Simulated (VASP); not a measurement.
# InPd (Pm-3m) in VASP: further runs

InPd is run at these levels: r2SCAN; tasks: single point.

Everything below comes from runs of VASP 6.6.1. Logs are shortened: lines on timing, memory, paths and dates and some standing lists are left out, and cuts for length are marked.

### 1 The cell of the first run

The structure is cubic, space group Pm-3m (No. 221). Conventional cell: a = 3.205 Å, b = 3.205 Å, c = 3.205 Å, α = 90.00°, β = 90.00°, γ = 90.00°. Within 3.7 Å of In (site symmetry m-3m) lie 8 Pd at 2.78 Å and 6 In at 3.21 Å. Within 3.7 Å of Pd (site symmetry m-3m) lie 8 In at 2.78 Å and 6 Pd at 3.21 Å.

### 2 Single point, r2SCAN

Contents of POSCAR:

```
InPd
1.0
    3.2050928798      0.0000000000      0.0000000000
    0.0000000000      3.2050928798      0.0000000000
    0.0000000000      0.0000000000      3.2050928798
In Pd
1 1
Direct
    0.0000000000      0.0000000000      0.0000000000
    0.5000000000      0.5000000000      0.5000000000
```

Contents of INCAR.step1:

```
PREC = Accurate
ENCUT = 520
ISMEAR = -1
SIGMA = 0.05
LREAL = F
LASPH = T
NELM = 100
NBANDS = 18
GGA = PE
ALGO = Normal
EDIFF = 1E-4
LWAVE = T
LCHARG = F
```

Contents of INCAR.step2:

```
PREC = Accurate
ENCUT = 520
EDIFF = 1E-6
ISMEAR = -1
SIGMA = 0.05
LREAL = F
LASPH = T
NELM = 100
ALGO = Normal
ISIF = 2
LWAVE = F
LCHARG = F
METAGGA = R2SCAN
LMIXTAU = T
NBANDS = 18
ISTART = 1
```

Contents of KPOINTS:

```
Automatic mesh
0
Gamma
  8 8 8
```

Potentials or basis: VASP PAW PBE potentials, release 64 (In_d, Pd).

Command:

```
$ cat potpaw_PBE.64/In_d/POTCAR potpaw_PBE.64/Pd/POTCAR > POTCAR
$ cp INCAR.step1 INCAR
$ mpirun -np 1 vasp_std > vasp.out
$ cp INCAR.step2 INCAR
$ mpirun -np 1 vasp_std > vasp.out
```

OUTCAR:

```text
PREC = Accurate
   ENCUT = 520
   EDIFF = 1E-6
   ISMEAR = -1
   LREAL = F
   LASPH = T
   NELM = 100
   ISIF = 2
   METAGGA = R2SCAN
   ISTART = 1

 ion  position               nearest neighbor table
   1  0.000  0.000  0.000-   2 2.78   2 2.78   2 2.78   2 2.78   2 2.78   2 2.78   2 2.78   2 2.78

   2  0.500  0.500  0.500-   1 2.78   1 2.78   1 2.78   1 2.78   1 2.78   1 2.78   1 2.78   1 2.78

  LATTYP: Found a simple cubic cell.
 ALAT       =     3.2050928798

  Lattice vectors:

 A1 = (   3.2050928798,   0.0000000000,   0.0000000000)
 A2 = (   0.0000000000,   3.2050928798,   0.0000000000)
 A3 = (   0.0000000000,   0.0000000000,   3.2050928798)

Analysis of symmetry for initial positions (statically):
=====================================================================
 Subroutine PRICEL returns:
 Original cell was already a primitive cell.

 Routine SETGRP: Setting up the symmetry group for a
 simple cubic supercell.

 Subroutine GETGRP returns: Found 48 space group operations
 (whereof 48 operations were pure point group operations)
 out of a pool of 48 trial point group operations.

The static configuration has the point symmetry O_h .

Analysis of symmetry for dynamics (positions and initial velocities):
=====================================================================
 Subroutine PRICEL returns:
 Original cell was already a primitive cell.

 Routine SETGRP: Setting up the symmetry group for a
 simple cubic supercell.

 Subroutine GETGRP returns: Found 48 space group operations
 (whereof 48 operations were pure point group operations)
 out of a pool of 48 trial point group operations.

The dynamic configuration has the point symmetry O_h .

 Subroutine INISYM returns: Found 48 space group operations
 (whereof 48 operations are pure point group operations),
 and found     1 'primitive' translations

----------------------------------------------------------------------------------------

                                     Primitive cell

  volume of cell :      32.9247

  direct lattice vectors                    reciprocal lattice vectors
     3.205092880  0.000000000  0.000000000     0.312003439  0.000000000  0.000000000
     0.000000000  3.205092880  0.000000000     0.000000000  0.312003439  0.000000000
     0.000000000  0.000000000  3.205092880     0.000000000  0.000000000  0.312003439

  length of vectors
     3.205092880  3.205092880  3.205092880     0.312003439  0.312003439  0.312003439
[... 79 lines left out ...]
   ENCUT  =  520.0 eV  38.22 Ry    6.18 a.u.   5.96  5.96  5.96*2*pi/ulx,y,z
   NELM   =    100;   NELMIN=  2; NELMDL=  0     # of ELM steps
   EDIFF  = 0.1E-05   stopping-criterion for ELM
   LREAL  =      F    real-space projection
   EDIFFG = 0.1E-04   stopping-criterion for IOM
   NSW    =      0    number of steps for IOM
   IBRION =     -1    ionic relax: 0-MD 1-quasi-New 2-CG
   NFREE  =      0    steps in history (QN), initial steepest desc. (CG)
   ISIF   =      2    stress and relaxation
   ISYM   =      2    0-nonsym 1-usesym 2-fastsym
   POTIM  = 0.5000    time-step for ionic-motion
   TEBEG  =    0.0;   TEEND  =   0.0 temperature during run
   PSTRESS=    0.0 pullay stress
   NELECT =      23.0000    total number of electrons
   NUPDOWN=      -1.0000    fix difference up-down
   EMIN   =  10.00;   EMAX   =-10.00  energy-range for DOS
   EFERMI =   0.00;   METHOD = LEGACY
   ISMEAR =    -1;   SIGMA  =   0.05  broadening in eV -4-tet -1-fermi 0-gaus
   EFERMI_NEDOS =   21; number of points for ismear=-14 and -15
   IALGO  =     38    algorithm
   IMIX   =      4    mixing-type and parameters
     AMIX     =   0.40;   BMIX     =  1.00
     AMIX_MAG =   1.60;   BMIX_MAG =  1.00
  volume/ion in A,a.u.               =      16.46       111.09
  Fermi-wavevector in a.u.,A,eV,Ry     =   1.452591  2.745000 28.708592  2.110022
  Thomas-Fermi vector in A             =   2.569956
   LORBIT       =      0    0 simple, 1 ext, 2 COOP (PROOUT), +10 PAW based schemes
   METAGGA = R2SCAN    functional components
   LHFCALC =     F    Hartree Fock is set to
   AEXX    =    0.0000 exact exchange contribution
   IVDW    =     0    specifies the selected vdW correction
   LEPSILON=     F    determine dielectric tensor
   LRPA    =     F    only Hartree local field effects (RPA)
 non-spin polarized calculation
  energy-cutoff  :      520.00
  volume of cell :       32.92
 maximum number of plane-waves:       912
 NGX is ok and might be reduce to    24
   NGX = 11   NGY = 11   NGZ = 11

 number of electron      22.9999998 magnetization

 Free energy of the ion-electron system (eV)
  ---------------------------------------------------
  ext. energy  EPLUGINS =         0.00000000
  ---------------------------------------------------
  free energy    TOTEN  =       -46.58689677 eV

  energy without entropy =      -46.57737918  energy(sigma->0) =      -46.58213798

 E-fermi :  11.3100     XC(G=0): -13.6542

 val. band max:       11.2890221542   @ k =   0.3750   0.2500   0.1250
 cond. band min:      11.6979812496   @ k =   0.5000   0.5000   0.2500
 fundamental gap:      0.4089590954
 Fermi energy:        11.3099765936

 k-point     1 :       0.0000    0.0000    0.0000
  band No.  band energies     occupation
      1      -4.3394      2.00000
      2      -4.3394      2.00000
      3      -3.8301      2.00000
      4      -3.8301      2.00000
      5      -3.8301      2.00000
      6       0.4042      2.00000
[... 481 lines left out ...]
      5      -3.6321      2.00000
      6       4.7161      2.00000
[... 10 lines left out ...]
     17      23.3793      0.00000
     18      25.6165      0.00000

 [... further k-points ...]

------------------------ aborting loop because EDIFF is reached ----------------------------------------

  FORCE on cell =-STRESS in cart. coord.  units (eV):
  Direction    XX          YY          ZZ          XY          YZ          ZX
  --------------------------------------------------------------------------------------
  -------------------------------------------------------------------------------------
  Total        2.0088293      2.0088293      2.0088293     -0.0000000      0.0000000     -0.0000000
  in kB       97.7533758     97.7533758     97.7533758     -0.0000000      0.0000000     -0.0000000
  external PRESSURE =      97.7533758 kB  Pullay stress =       0.0000000 kB

 VOLUME and BASIS-vectors are now :
 -----------------------------------------------------------------------------
  energy-cutoff  :      520.00
  volume of cell :       32.92
      direct lattice vectors                 reciprocal lattice vectors
     3.205092880  0.000000000  0.000000000     0.312003439  0.000000000  0.000000000
     0.000000000  3.205092880  0.000000000     0.000000000  0.312003439  0.000000000
     0.000000000  0.000000000  3.205092880     0.000000000  0.000000000  0.312003439

 POSITION                                       TOTAL-FORCE (eV/Angst)
 -----------------------------------------------------------------------------------
      0.00000      0.00000      0.00000         0.000000      0.000000      0.000000
      1.60255      1.60255      1.60255         0.000000      0.000000      0.000000
 -----------------------------------------------------------------------------------
    total drift:                                0.000000      0.000000     -0.000000

  FREE ENERGIE OF THE ION-ELECTRON SYSTEM (eV)
  ---------------------------------------------------
  free  energy   TOTEN  =       -46.5868967740 eV

  energy  without entropy=      -46.5773791771  energy(sigma->0) =      -46.58213798
```

OUTCAR.step1:

```text
PREC = Accurate
   ENCUT = 520
   ISMEAR = -1
   LREAL = F
   LASPH = T
   NELM = 100
[... 724 lines left out ...]
 -----------------------------------------------------------------------------------
      0.00000      0.00000      0.00000         0.000000      0.000000      0.000000
      1.60255      1.60255      1.60255         0.000000      0.000000      0.000000
 -----------------------------------------------------------------------------------
    total drift:                                0.000000      0.000000     -0.000000

  FREE ENERGIE OF THE ION-ELECTRON SYSTEM (eV)
  ---------------------------------------------------
  free  energy   TOTEN  =        -8.6281492167 eV

  energy  without entropy=       -8.6183194867  energy(sigma->0) =       -8.62323435
```

OSZICAR.step1:

```text
N       E                     dE             d eps       ncg     rms          rms(c)
DAV:   1     0.168269515627E+03    0.16827E+03   -0.11278E+04  1276   0.170E+03
DAV:   2     0.159122109572E+00   -0.16811E+03   -0.16153E+03  1266   0.367E+02
DAV:   3    -0.867405842589E+01   -0.88332E+01   -0.87513E+01  1418   0.897E+01
DAV:   4    -0.885385436839E+01   -0.17980E+00   -0.17966E+00  1522   0.115E+01
DAV:   5    -0.886195324467E+01   -0.80989E-02   -0.80985E-02  1662   0.236E+00    0.759E+00
DAV:   6    -0.867617488444E+01    0.18578E+00   -0.36921E-01  1472   0.861E+00    0.367E+00
DAV:   7    -0.863567257646E+01    0.40502E-01   -0.55995E-02  1614   0.487E+00    0.153E+00
DAV:   8    -0.862889124617E+01    0.67813E-02   -0.17126E-02  1460   0.121E+00    0.405E-01
DAV:   9    -0.862814824448E+01    0.74300E-03   -0.18191E-03  1646   0.690E-01    0.655E-02
DAV:  10    -0.862814921675E+01   -0.97227E-06   -0.31644E-05   712   0.100E-01
   1 F= -.86281492E+01 E0= -.86232344E+01  d E =-.982973E-02
```

Wall time 1.7 min (1 thread of Intel Xeon 8259CL, shared host); peak memory 0.15 GiB.

What came out:

```
Free energy : -46.5869 eV
Pressure    : 9.8 GPa
```

Caveat: the PAW data sets were made with another functional, which shifts forces and pressure a little; spin-orbit coupling is left out, which moves the levels of the heavy elements.

### 3 Single point, r2SCAN

This run uses another cell than the first one, of 18.56 Å³/atom, 1.128 times its volume.

Contents of POSCAR:

```
InPd
1.0
    3.3360556752      0.0000000000      0.0000000000
    0.0000000000      3.3360556752      0.0000000000
    0.0000000000      0.0000000000      3.3360556752
In Pd
1 1
Direct
    0.0000000000      0.0000000000      0.0000000000
    0.5000000000      0.5000000000      0.5000000000
```

Contents of INCAR.step1:

```
PREC = Accurate
ENCUT = 520
ISMEAR = -1
SIGMA = 0.05
LREAL = False
LASPH = True
NELM = 80
NBANDS = 18
GGA = PE
ALGO = Normal
EDIFF = 1E-4
LWAVE = True
LCHARG = False
```

Contents of INCAR.step2:

```
PREC = Accurate
ENCUT = 520
EDIFF = 1E-7
ISMEAR = -1
SIGMA = 0.05
LREAL = False
LASPH = True
NELM = 80
ALGO = Normal
ISIF = 2
LWAVE = False
LCHARG = True
METAGGA = R2SCAN
LMIXTAU = True
LELF = True
LVHAR = True
NBANDS = 18
ISTART = 1
```

KPOINTS is that of step 2.

Potentials or basis: VASP PAW PBE potentials, release 64 (In_d, Pd).

Command:

```
$ cat potpaw_PBE.64/In_d/POTCAR potpaw_PBE.64/Pd/POTCAR > POTCAR
$ cp INCAR.step1 INCAR
$ mpirun -np 1 vasp_std > vasp.out
$ cp INCAR.step2 INCAR
$ mpirun -np 1 vasp_std > vasp.out
```

Wall time 3.2 min (1 thread of Intel Xeon 8259CL, shared host); peak memory 0.18 GiB.

It converged, with:

| Item | Value |
| --- | --- |
| Free energy | -46.6021 eV |
| Pressure | -6.7 GPa |

Levels at points of the mesh, in eV from the Fermi level:
```tsv
k point	band 9	band 10	band 11	band 12	band 13	band 14	band 15	band 16
(0.00, 0.00, 0.00)	-2.16	-2.16	-2.16	4.48	4.48	4.48	9.44	10.58
(0.50, 0.00, 0.00)	-3.07	-3.07	-2.21	-1.05	9.66	9.66	10.07	10.91
(0.50, 0.50, 0.00)	-2.56	-2.12	-2.12	-1.63	1.42	2.52	9.74	11.86
(0.50, 0.50, 0.50)	-1.59	-1.59	0.05	3.98	3.98	3.98	4.43	4.43
```

Caveat: the PAW data sets were made with another functional, which shifts forces and pressure a little; spin-orbit coupling is left out, which moves the levels of the heavy elements.
